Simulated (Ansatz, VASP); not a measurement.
Te in VASP and in Ansatz

INCAR

```
SYSTEM = Te
  ALGO = Normal
  EDIFF = 1E-6
  ENCUT = 520
  GGA = PS
  ISIF = 2
  ISMEAR = 0
  LASPH = .True.
  LCHARG = .True.
  LELF = .True.
  LREAL = .False.
  LVHAR = .True.
  LWAVE = .False.
  NBANDS = 20
  NELM = 100
  PREC = Accurate
  SIGMA = 0.1
```

Contents of KPOINTS:

```
k-points
0
Gamma
  4 4 6
  0 0 0
```

File POSCAR:

```
Te
1.0
    6.7995907616      0.0000000000      0.0000000000
    0.0000000000      6.7995907616      0.0000000000
    0.0000000000      0.0000000000      3.5848151266
Te
4
Direct
    0.8908633781      0.8908633781      0.5000000000
    0.1091366219      0.1091366219      0.5000000000
    0.3908633781      0.6091366219      0.0000000000
    0.6091366219      0.3908633781      0.0000000000
```

Input for Ansatz:

```yaml
crystal:
  lattice:
    - [6.7995907616, 0.0, 0.0]
    - [0.0, 6.7995907616, 0.0]
    - [0.0, 0.0, 3.5848151266]
  atoms:
    - { symbol: Te, position: [0.8908633781, 0.8908633781, 0.5] }
    - { symbol: Te, position: [0.1091366219, 0.1091366219, 0.5] }
    - { symbol: Te, position: [0.3908633781, 0.6091366219, 0.0] }
    - { symbol: Te, position: [0.6091366219, 0.3908633781, 0.0] }
basis:
  ecutwfc: 420
kpoints:
  mp_grid: { grid: [4, 4, 6] }
hamiltonian:
  xc: pbesol
scf:
  occupations: { method: gaussian, width: 0.1 }
output:
  forces: true
  stress: true
  eigenvalues: true
```

Alike in both runs: task single point; functional PBEsol; k mesh 4 × 4 × 6; occupations gaussian, width 0.1 eV; no spin polarisation.

```csv
,VASP,Ansatz
version,VASP 6.6.1,Ansatz 0.2.0
potentials or method,"VASP PAW PBE potentials, release 64 (Te), cutoff 520 eV","scalar-relativistic, plane waves, PAW"
valence electrons in the cell,24,64
```

|  | VASP | Ansatz | Ansatz less VASP |
| --- | --- | --- | --- |
| gap on the k mesh at the Fermi level (eV) | none | none | - |
| pressure (GPa) | 22.9 | 22.2 | -0.70 |
| traceless stress, the component that is largest in VASP (GPa) | -26.07 | -25.34 | +0.727 |
| rms of the force components (eV/Å) | 10.684 | 10.376 | -0.3086 |

VASP's potentials were made for PBE, not for PBEsol. Atom by atom the forces differ by 0.309 eV/Å (rms over components). A gap of «none» marks a metal or a gap that the smearing closes. VASP's potentials hold 24 valence electrons a cell and Ansatz's 64, so a difference there can come from the potentials and not from the codes.

Neither program's run includes spin-orbit coupling.
